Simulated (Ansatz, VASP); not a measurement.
# CuO in VASP and in Ansatz

Contents of INCAR:

```
SYSTEM = CuO
ALGO = Normal
EDIFF = 1E-7
ENCUT = 520
GGA = PS
ISIF = 2
ISMEAR = -1
LASPH = .True.
LCHARG = .False.
LREAL = .False.
LWAVE = .False.
NBANDS = 16
NELM = 80
PREC = Accurate
SIGMA = 0.05
```

File KPOINTS:

```
k-points
0
Gamma
  11 11 10
  0 0 0
```

Contents of POSCAR:

```
CuO
1.0
    2.8363251100      0.0000000000      0.0000000000
   -1.4181625500      2.4563296000      0.0000000000
    0.0000000000      0.0000000000      2.7681127800
Cu O
1 1
Direct
    0.0000000000      0.0000000000      0.0000000000
    0.6666666667      0.3333333333      0.5000000000
```

input.yaml

```yaml
crystal:
  lattice:
    - [2.83632511, 0.0, 0.0]
    - [-1.41816255, 2.4563296, 0.0]
    - [0.0, 0.0, 2.76811278]
  atoms:
    - { symbol: Cu, position: [0.0, 0.0, 0.0] }
    - { symbol: O, position: [0.6666666667, 0.3333333333, 0.5] }
hamiltonian:
  xc: pbesol
  pseudopotentials: { kind: paw }
kpoints:
  mp_grid: { grid: [11, 11, 10] }
  band_path:
    path:
      - [[0.0, 0.0, 0.0], [0.5, 0.0, 0.0], [0.3333333333, 0.3333333333, 0.0], [0.0, 0.0, 0.0], [0.0, 0.0, 0.5], [0.5, 0.0, 0.5], [0.3333333333, 0.3333333333, 0.5], [0.0, 0.0, 0.5]]
      - [[0.5, 0.0, 0.5], [0.5, 0.0, 0.0]]
      - [[0.3333333333, 0.3333333333, 0.0], [0.3333333333, 0.3333333333, 0.5]]
    npoints: 14
scf:
  occupations: { method: fermi_dirac, width: 0.05 }
  n_extra_bands: 6
output:
  forces: true
  stress: true
  eigenvalues: true
  fatbands: true
  write_density: true
  write_potential: true
  elf: true
  volumetric_format: npy
```

Alike in both runs: functional PBEsol; k mesh 11 × 11 × 10; occupations fermi-dirac, width 0.05 eV; no spin polarisation.

|  | VASP | Ansatz |
| --- | --- | --- |
| version | VASP 6.6.1 | Ansatz 0.2.0 |
| potentials or method | VASP PAW PBE potentials, release 64 (Cu, O) | Ansatz PAW |
| plane-wave cutoff (eV) | 520 | 420 |
| valence electrons in the cell | 17 | 25 |
| task | single point | band structure |

```csv
,VASP,Ansatz,Ansatz less VASP
gap on the k mesh at the Fermi level (eV),none,none,-
pressure (GPa),-9.0,-9.4,-0.40
"traceless stress, the component that is largest in VASP (GPa)",-7.63,-7.64,-0.009
```

VASP's potentials were made for PBE, not for PBEsol. A gap of «none» marks a metal or a gap that the smearing closes. VASP's potentials hold 17 valence electrons a cell and Ansatz's 25, so a difference there can come from the potentials and not from the codes.
